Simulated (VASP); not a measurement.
# H4O in VASP: a series of runs

The runs below take H4O through single point, with r2SCAN.

Everything below comes from runs of VASP 6.6.1. Logs are shortened: lines on timing, memory, paths and dates and some standing lists are left out, and cuts for length are marked.

## Step 1: The cell of the first run

The cell holds an amorphous packing of atoms, 15 atoms: a = 4.072 Å, b = 4.072 Å, c = 4.072 Å, α = 90.00°, β = 90.00°, γ = 90.00°.

## Step 2: Single point, r2SCAN

Contents of POSCAR:

```
H4O
1.0
    4.0718520000      0.0000000000      0.0000000000
    0.0000000000      4.0718520000      0.0000000000
    0.0000000000      0.0000000000      4.0718520000
H O
12 3
Direct
    0.8163361537      1.0375868278      0.7654502177
    0.9230443543      0.9090212513      0.7006885319
    0.4476341478      0.6005129852      0.2398171643
    0.6610259901      0.5802519345      0.2174686113
    0.3604993502      1.2262233500      0.9585810093
    0.4102310202      1.0793368718      0.8735828316
    0.2719892570      0.3583136126      0.6007831326
    0.4225350037      0.1524367782      0.3081398833
    0.0445743116      0.6235983037      0.0140231030
    0.0612988881      0.8847816669      0.3046525267
    0.8592650224      0.4577523938      0.4905384577
    0.6188338869      0.3860159947      0.7974012808
    0.2741749946      0.1525350136      0.4925522833
    0.0684700721      0.6459959743      0.2520474713
    0.8420247101      0.4268082435      0.7388038662
```

Contents of INCAR.step1:

```
PREC = Accurate ; ENCUT = 520
ISMEAR = -1 ; SIGMA = 0.02
LREAL = Auto ; LASPH = True
NELM = 100 ; NBANDS = 28
GGA = PE ; ALGO = Normal
EDIFF = 1E-4 ; LWAVE = True
LCHARG = False
```

Contents of INCAR.step2:

```
PREC = Accurate ; ENCUT = 520
EDIFF = 1E-6 ; ISMEAR = -1
SIGMA = 0.02 ; LREAL = Auto
LASPH = True ; NELM = 100
ALGO = Normal ; ISIF = 2
LWAVE = False ; LCHARG = False
METAGGA = R2SCAN ; LMIXTAU = True
NBANDS = 28 ; ISTART = 1
```

Contents of KPOINTS:

```
Automatic mesh
0
Gamma
  1 1 1
```

Potentials or basis: VASP PAW PBE potentials, release 64 (H, O).

Launch:

```bash
$ cat potpaw_PBE.64/H/POTCAR potpaw_PBE.64/O/POTCAR > POTCAR
$ cp INCAR.step1 INCAR
$ mpirun -np 1 vasp_gam > vasp.out
$ cp INCAR.step2 INCAR
$ mpirun -np 1 vasp_gam > vasp.out
```

OUTCAR:

```text
PREC = Accurate
   ENCUT = 520
   EDIFF = 1E-6
   ISMEAR = -1
   LREAL = Auto
   LASPH = True
   NELM = 100
   ISIF = 2
   METAGGA = R2SCAN
   ISTART = 1

 ion  position               nearest neighbor table
   1  0.816  0.038  0.765-   2 0.73
   2  0.923  0.909  0.701-   1 0.73
   3  0.448  0.601  0.240-   4 0.88
   4  0.661  0.580  0.217-   3 0.88
   5  0.360  0.226  0.959-   6 0.72
   6  0.410  0.079  0.874-   5 0.72
   7  0.272  0.358  0.601-  13 0.95
   8  0.423  0.152  0.308-  13 0.96
   9  0.045  0.624  0.014-  14 0.98
  10  0.061  0.885  0.305-  14 1.00
  11  0.859  0.458  0.491-  15 1.02
  12  0.619  0.386  0.797-  15 0.95
  13  0.274  0.153  0.493-   7 0.95   8 0.96
  14  0.068  0.646  0.252-   9 0.98  10 1.00
  15  0.842  0.427  0.739-  12 0.95  11 1.02

  LATTYP: Found a simple cubic cell.
 ALAT       =     4.0718520000

  Lattice vectors:

 A1 = (   4.0718520000,   0.0000000000,   0.0000000000)
 A2 = (   0.0000000000,   4.0718520000,   0.0000000000)
 A3 = (   0.0000000000,   0.0000000000,   4.0718520000)

Analysis of symmetry for initial positions (statically):
=====================================================================
 Subroutine PRICEL returns:
 Original cell was already a primitive cell.

 Routine SETGRP: Setting up the symmetry group for a
 simple cubic supercell.

 Subroutine GETGRP returns: Found  1 space group operations
 (whereof  1 operations were pure point group operations)
 out of a pool of 48 trial point group operations.

The static configuration has the point symmetry C_1 .

Analysis of symmetry for dynamics (positions and initial velocities):
=====================================================================
 Subroutine PRICEL returns:
 Original cell was already a primitive cell.

 Routine SETGRP: Setting up the symmetry group for a
 simple cubic supercell.

 Subroutine GETGRP returns: Found  1 space group operations
 (whereof  1 operations were pure point group operations)
 out of a pool of 48 trial point group operations.

The dynamic configuration has the point symmetry C_1 .

 Subroutine INISYM returns: Found  1 space group operations
 (whereof  1 operations are pure point group operations),
 and found     1 'primitive' translations
[... 107 lines left out ...]
   PSTRESS=    0.0 pullay stress
   NELECT =      30.0000    total number of electrons
   NUPDOWN=      -1.0000    fix difference up-down
   EMIN   =  10.00;   EMAX   =-10.00  energy-range for DOS
   EFERMI =   0.00;   METHOD = LEGACY
   ISMEAR =    -1;   SIGMA  =   0.02  broadening in eV -4-tet -1-fermi 0-gaus
   EFERMI_NEDOS =   21; number of points for ismear=-14 and -15
   IALGO  =     38    algorithm
   IMIX   =      4    mixing-type and parameters
     AMIX     =   0.40;   BMIX     =  1.00
     AMIX_MAG =   1.60;   BMIX_MAG =  1.00
  volume/ion in A,a.u.               =       4.50        30.37
  Fermi-wavevector in a.u.,A,eV,Ry     =   1.249271  2.360780 21.234308  1.560678
  Thomas-Fermi vector in A             =   2.383319
   LORBIT       =      0    0 simple, 1 ext, 2 COOP (PROOUT), +10 PAW based schemes
   METAGGA = R2SCAN    functional components
   LHFCALC =     F    Hartree Fock is set to
   AEXX    =    0.0000 exact exchange contribution
   IVDW    =     0    specifies the selected vdW correction
   LEPSILON=     F    determine dielectric tensor
   LRPA    =     F    only Hartree local field effects (RPA)
 non-spin polarized calculation
  energy-cutoff  :      520.00
  volume of cell :       67.51
 maximum number of plane-waves:       920
 NGX is ok and might be reduce to    30
   NGX = 15   NGY = 15   NGZ = 15

 number of electron      30.0000008 magnetization

 Free energy of the ion-electron system (eV)
  ---------------------------------------------------
  ext. energy  EPLUGINS =         0.00000000
  ---------------------------------------------------
  free energy    TOTEN  =       -65.32439401 eV

  energy without entropy =      -65.32439401  energy(sigma->0) =      -65.32439401

 E-fermi :  -0.9429     XC(G=0): -10.3166

 val. band max:       -1.4891863602   @ k =   0.0000   0.0000   0.0000
 cond. band min:       6.5773431396   @ k =   0.0000   0.0000   0.0000
 fundamental gap:      8.0665294999
 Fermi energy:        -0.9428954688

 k-point     1 :       0.0000    0.0000    0.0000
  band No.  band energies     occupation
      1     -23.0336      2.00000
      2     -21.2057      2.00000
      3     -20.6834      2.00000
      4      -9.8317      2.00000
      5      -9.6111      2.00000
      6      -8.3523      2.00000
[... 19 lines left out ...]
     26      15.8313      0.00000
     27      16.8992      0.00000
 [bands above 27 left out]

------------------------ aborting loop because EDIFF is reached ----------------------------------------

  FORCE on cell =-STRESS in cart. coord.  units (eV):
  Direction    XX          YY          ZZ          XY          YZ          ZX
  --------------------------------------------------------------------------------------
  -------------------------------------------------------------------------------------
  Total       10.5860728     11.5658918     11.0291266      0.3505758      0.4510725     -1.9786934
  in kB      251.2288472    274.4819285    261.7434075      8.3198696     10.7048590    -46.9583823
  external PRESSURE =     262.4847278 kB  Pullay stress =       0.0000000 kB

 VOLUME and BASIS-vectors are now :
 -----------------------------------------------------------------------------
  energy-cutoff  :      520.00
  volume of cell :       67.51
      direct lattice vectors                 reciprocal lattice vectors
     4.071852000  0.000000000  0.000000000     0.245588494  0.000000000  0.000000000
     0.000000000  4.071852000  0.000000000     0.000000000  0.245588494  0.000000000
     0.000000000  0.000000000  4.071852000     0.000000000  0.000000000  0.245588494

 POSITION                                       TOTAL-FORCE (eV/Angst)
 -----------------------------------------------------------------------------------
      3.32400      0.15305      3.11680        -0.065525      0.027988     -0.181793
      3.75850      3.70140      2.85310        -0.816269     -2.040171      0.332216
      1.82270      2.44520      0.97650         1.890679      0.600204     -0.031365
      2.69160      2.36270      0.88550        -1.733411      0.776527      0.288155
      1.46790      0.92115      3.90320        -0.949202      0.598402      2.223837
      1.67040      0.32305      3.55710        -0.413773     -0.649766     -0.124288
      1.10750      1.45900      2.44630        -0.275090      1.156107     -0.583094
      1.72050      0.62070      1.25470         0.415618      0.450111     -0.575761
      0.18150      2.53920      0.05710        -0.772718      0.006083     -0.475107
      0.24960      3.60270      1.24050        -0.070811     -0.510767     -0.097151
      3.49880      1.86390      1.99740        -0.336257      0.247487      0.787919
      2.51980      1.57180      3.24690         0.080959      0.602624      0.433244
      1.11640      0.62110      2.00560         1.704556     -2.478303     -1.693940
      0.27880      2.63040      1.02630         0.725812      0.518419     -0.081587
      3.42860      1.73790      3.00830         0.615432      0.695056     -0.221284
 -----------------------------------------------------------------------------------
    total drift:                                0.009524     -0.002334     -0.007492

  FREE ENERGIE OF THE ION-ELECTRON SYSTEM (eV)
  ---------------------------------------------------
  free  energy   TOTEN  =       -65.3243940095 eV

  energy  without entropy=      -65.3243940095  energy(sigma->0) =      -65.32439401
```

Wall time 70 s (1 thread of Intel Xeon 8259CL, shared host); peak memory 0.16 GiB.

Results:

```yaml
Free_energy: -65.3244 eV
Pressure: 26.2 GPa
Largest_force: 3.452 eV/Å
Band_gap_on_the_k_mesh: 8.07 eV
```

Forces in eV/Å, atoms in the order of the input:
```
H   -0.066  0.028 -0.182
H   -0.816 -2.040  0.332
H    1.891  0.600 -0.031
H   -1.733  0.777  0.288
H   -0.949  0.598  2.224
H   -0.414 -0.650 -0.124
H   -0.275  1.156 -0.583
H    0.416  0.450 -0.576
H   -0.773  0.006 -0.475
H   -0.071 -0.511 -0.097
H   -0.336  0.247  0.788
H    0.081  0.603  0.433
O    1.705 -2.478 -1.694
O    0.726  0.518 -0.082
O    0.615  0.695 -0.221
```

Stress tensor (GPa, compression positive):
```
25.12  0.83 -4.70
 0.83 27.45  1.07
-4.70  1.07 26.17
```

Caveat: the k points lie up to 1.54 Å⁻¹ apart; the PAW data sets were made with another functional, which shifts forces and pressure a little.

## Step 3: Single point, r2SCAN

This run uses another cell than the first one, of 6.70 Å³/atom, 1.488 times its volume.

Contents of POSCAR:

```
H4O
1.0
    4.6490060000      0.0000000000      0.0000000000
    0.0000000000      4.6490060000      0.0000000000
    0.0000000000      0.0000000000      4.6490060000
H O
12 3
Direct
    0.4741443655      0.7896096499      0.6069684573
    0.5618620410      0.8808979812      0.6980416889
    0.4149058960      0.6524620532      0.2102599997
    0.6004724451      0.6580546465      0.2381799464
    0.1009678198      1.0074196506      0.9969442930
    0.2022797992      1.0691532771      0.8846837367
    0.2216817961      0.2493651331      0.5746819858
    0.3235100148      0.1880832161      0.2867279586
   -0.0323294915      0.6420727355      0.0433641084
    0.0281565565      0.8434921357      0.2968161366
    0.9336189284      0.5594529239      0.5665297055
    0.9491921499      0.3090768220      0.7744666279
    0.2121743874      0.1088834904      0.4333829640
    0.0577327713      0.6557100593      0.2374916272
    0.9462667934      0.5103241424      0.7685728949
```

Contents of INCAR.step1:

```
SYSTEM = H4O
PREC     = Accurate       ! precision mode
ENCUT    = 520            ! plane-wave cutoff, eV
ISMEAR   = -1             ! smearing method
SIGMA    = 0.02           ! smearing width, eV
LREAL    = Auto         
LASPH    = .TRUE.         ! aspherical terms in the spheres
NELM     = 60             ! most SCF steps
NBANDS   = 28             ! bands
GGA      = PE             ! functional
ALGO     = Normal         ! electronic algorithm
EDIFF    = 1E-4           ! SCF threshold, eV
LWAVE    = .TRUE.         ! write WAVECAR
LCHARG   = .FALSE.        ! write CHGCAR
```

Contents of INCAR.step2:

```
SYSTEM = H4O
PREC     = Accurate       ! precision mode
ENCUT    = 520            ! plane-wave cutoff, eV
EDIFF    = 1E-6           ! SCF threshold, eV
ISMEAR   = -1             ! smearing method
SIGMA    = 0.02           ! smearing width, eV
LREAL    = Auto         
LASPH    = .TRUE.         ! aspherical terms in the spheres
NELM     = 60             ! most SCF steps
ALGO     = Normal         ! electronic algorithm
ISIF     = 2              ! what is computed and relaxed
LWAVE    = .FALSE.        ! write WAVECAR
LCHARG   = .TRUE.         ! write CHGCAR
METAGGA  = R2SCAN         ! meta-GGA
LMIXTAU  = .TRUE.       
LELF     = .TRUE.         ! ELF
LVHAR    = .TRUE.       
NBANDS   = 28             ! bands
ISTART   = 1
```

Contents of KPOINTS:

```
Automatic mesh
0
G
  1 1 1
  0 0 0
```

Potentials or basis: VASP PAW PBE potentials, release 64 (H, O).

Launch:

```bash
$ cat potpaw_PBE.64/H/POTCAR potpaw_PBE.64/O/POTCAR > POTCAR
$ cp INCAR.step1 INCAR
$ mpirun -np 1 vasp_gam > vasp.out
$ cp INCAR.step2 INCAR
$ mpirun -np 1 vasp_gam > vasp.out
```

OUTCAR:

```text
SYSTEM = H4O
   PREC = Accurate
   ENCUT = 520
   EDIFF = 1E-6
   ISMEAR = -1
   LREAL = Auto
   LASPH = .TRUE.
   NELM = 60
   ISIF = 2
   METAGGA = R2SCAN
   ISTART = 1

 ion  position               nearest neighbor table
   1  0.474  0.790  0.607-   2 0.73
   2  0.562  0.881  0.698-   1 0.73
   3  0.415  0.652  0.210-   4 0.87
   4  0.600  0.658  0.238-   3 0.87
   5  0.101  0.007  0.997-   6 0.76
   6  0.202  0.069  0.885-   5 0.76
[... 245 lines left out ...]
  energy-cutoff  :      520.00
  volume of cell :      100.48
      direct lattice vectors                 reciprocal lattice vectors
     4.649006000  0.000000000  0.000000000     0.215099744  0.000000000  0.000000000
     0.000000000  4.649006000  0.000000000     0.000000000  0.215099744  0.000000000
     0.000000000  0.000000000  4.649006000     0.000000000  0.000000000  0.215099744

 POSITION                                       TOTAL-FORCE (eV/Angst)
 -----------------------------------------------------------------------------------
      2.20430      3.67090      2.82180         0.190876     -0.030297      0.361781
      2.61210      4.09530      3.24520         0.464645     -0.083789      0.286622
      1.92890      3.03330      0.97750         1.942946     -0.046033      0.296234
      2.79160      3.05930      1.10730        -1.461809     -0.354149     -0.652721
      0.46940      0.03449      4.63480         0.431966      0.686650     -0.557685
      0.94040      0.32149      4.11290        -0.194701     -0.137840      0.156434
      1.03060      1.15930      2.67170         0.183259      1.730504      1.577700
      1.50400      0.87440      1.33300         1.215725      0.673671     -1.832972
      4.49871      2.98500      0.20160         0.284780     -0.652171      0.230469
      0.13090      3.92140      1.37990        -0.102526      2.287937      1.315801
      4.34040      2.60090      2.63380        -0.224705      0.120235     -0.470556
      4.41280      1.43690      3.60050        -0.473436     -1.377307      0.549353
      0.98640      0.50620      2.01480        -1.403098     -1.300909      0.116575
      0.26840      3.04840      1.10410        -0.298224     -1.876685     -0.370759
      4.39920      2.37250      3.57310        -0.555697      0.360182     -1.006275
 -----------------------------------------------------------------------------------
    total drift:                               -0.001061      0.000278      0.000167

  FREE ENERGIE OF THE ION-ELECTRON SYSTEM (eV)
  ---------------------------------------------------
  free  energy   TOTEN  =       -66.0867045413 eV

  energy  without entropy=      -66.0867045413  energy(sigma->0) =      -66.08670454
```

OUTCAR.step1:

```text
SYSTEM = H4O
   PREC = Accurate
   ENCUT = 520
   ISMEAR = -1
   LREAL = Auto
   LASPH = .TRUE.
   NELM = 60
[... 276 lines left out ...]
      0.98640      0.50620      2.01480        -1.565842     -1.796944      0.077093
      0.26840      3.04840      1.10410        -0.082330     -2.253901     -0.173048
      4.39920      2.37250      3.57310        -0.565563      0.657604     -0.592588
 -----------------------------------------------------------------------------------
    total drift:                               -0.008915      0.002303      0.000079

  FREE ENERGIE OF THE ION-ELECTRON SYSTEM (eV)
  ---------------------------------------------------
  free  energy   TOTEN  =       -61.9168210917 eV

  energy  without entropy=      -61.9168210917  energy(sigma->0) =      -61.91682109
```

It took 1.8 min on 1 thread of Intel Xeon 8259CL, shared host; peak memory 0.21 GiB.

What came out:

| Quantity | Value |
| --- | --- |
| Free energy | -66.0867 eV |
| Pressure | 12.7 GPa |
| Largest force | 2.641 eV/Å |
| Band gap on the k mesh | 7.97 eV |

Forces on the atoms (eV/Å):
```
H    0.191 -0.030  0.362
H    0.465 -0.084  0.287
H    1.943 -0.046  0.296
H   -1.462 -0.354 -0.653
H    0.432  0.687 -0.558
H   -0.195 -0.138  0.156
H    0.183  1.731  1.578
H    1.216  0.674 -1.833
H    0.285 -0.652  0.230
H   -0.103  2.288  1.316
H   -0.225  0.120 -0.471
H   -0.473 -1.377  0.549
O   -1.403 -1.301  0.117
O   -0.298 -1.877 -0.371
O   -0.556  0.360 -1.006
```

Caveat: the k points lie up to 1.35 Å⁻¹ apart; the PAW data sets were made with another functional, which shifts forces and pressure a little.

## Step 4: Single point, r2SCAN

This run uses another cell than the first one, of 10.77 Å³/atom, 2.392 times its volume.

Contents of POSCAR:

```
H4O
1.0
    5.4457400000      0.0000000000      0.0000000000
    0.0000000000      5.4457400000      0.0000000000
    0.0000000000      0.0000000000      5.4457400000
H O
12 3
Direct
    0.4894835229      0.6610304568      0.6188323350
    0.5114456438      0.6990785458      0.7534145956
    0.5144204461      0.6729663921      0.2204659055
    0.6456790078      0.6530609247      0.1785432283
    0.1093148039      0.9897644765      0.8477084841
    0.1433414008      0.9427001656      0.7289734728
    0.1271819808      0.2614887967      0.4455041923
    0.2976822250      0.1492910054      0.2844241554
    0.0272873843      0.6677696695      0.0676124824
    0.0685673572      0.8391880626      0.2737552656
    0.8636842743      0.5705377047      0.5950706424
    0.8100276546      0.4313463368      0.8469188760
    0.2113945947      0.1136301035      0.4321910337
    0.0503329208      0.6719931543      0.2535559906
    0.9271467239      0.5126943262      0.7481627841
```

Contents of INCAR.step1:

```
PREC = Accurate
ENCUT = 520
ISMEAR = -1
SIGMA = 0.02
LREAL = Auto
LASPH = True
NELM = 80
NBANDS = 28
GGA = PE
ALGO = Normal
EDIFF = 1E-4
LWAVE = True
LCHARG = False
```

Contents of INCAR.step2:

```
PREC = Accurate
ENCUT = 520
EDIFF = 1E-7
ISMEAR = -1
SIGMA = 0.02
LREAL = Auto
LASPH = True
NELM = 80
ALGO = Normal
ISIF = 2
LWAVE = False
LCHARG = False
METAGGA = R2SCAN
LMIXTAU = True
NBANDS = 28
ISTART = 1
```

Contents of KPOINTS:

```
Automatic mesh
0
Gamma
  1 1 1
```

Launch:

```bash
$ cat potpaw_PBE.64/H/POTCAR potpaw_PBE.64/O/POTCAR > POTCAR
$ cp INCAR.step1 INCAR
$ mpirun -np 1 vasp_gam > vasp.out
$ cp INCAR.step2 INCAR
$ mpirun -np 1 vasp_gam > vasp.out
```

Run time: 2.2 min. Hardware: 1 thread of Intel Xeon 8259CL, shared host; peak memory 0.25 GiB.

Results (log left out):

```yaml
Free_energy: -67.1488 eV
Pressure: 2.1 GPa
Largest_force: 4.041 eV/Å
Band_gap_on_the_k_mesh: 7.15 eV
```

Forces in eV/Å, atoms in the order of the input:
```
H   -0.077  0.282  1.235
H   -0.315 -0.322 -1.268
H   -0.066 -0.110 -0.237
H   -0.116  0.129  0.328
H   -0.395  0.417  1.348
H    0.197 -0.290 -0.587
H   -1.465  2.069  1.019
H    0.972 -0.246 -0.968
H    0.329 -0.466  1.702
H    0.430  2.882  1.142
H   -0.506  0.049 -0.198
H   -1.063 -0.414 -0.023
O    0.719 -1.428 -0.735
O   -0.477 -2.663 -3.002
O    1.833  0.109  0.243
```

Stress tensor (GPa, compression positive):
```
 1.71 -0.51 -1.41
-0.51  4.60  0.57
-1.41  0.57 -0.01
```

Levels at points of the mesh, in eV from the valence-band top:
```csv
k point,band 13,band 14,band 15,band 16,band 17,band 18
"(0.00, 0.00, 0.00)",-0.37,-0.25,0.00,7.15,8.50,9.43
```

Caveat: the k points lie up to 1.15 Å⁻¹ apart; the PAW data sets were made with another functional, which shifts forces and pressure a little.

## Step 5: Overview

```csv
cell,gap on the mesh (eV),pressure (GPa),largest force (eV/Å)
"a = 4.072 Å, 15 atoms",8.07,26.2,3.45
"a = 4.649 Å, 15 atoms",7.97,12.7,2.64
"a = 5.446 Å, 15 atoms",7.15,2.1,4.04
```

Alike in all rows: task single point; level r2SCAN; potentials or basis VASP PAW PBE potentials, release 64 (H, O); no spin polarisation; k mesh 1 × 1 × 1; cutoff (eV) 520; smearing fermi-dirac 0.02 eV.

Caveats: all runs use coarse meshes; the PAW data sets were made with another functional, which shifts forces and pressure a little.

Absolute energies hang on the potentials; compare differences alone.
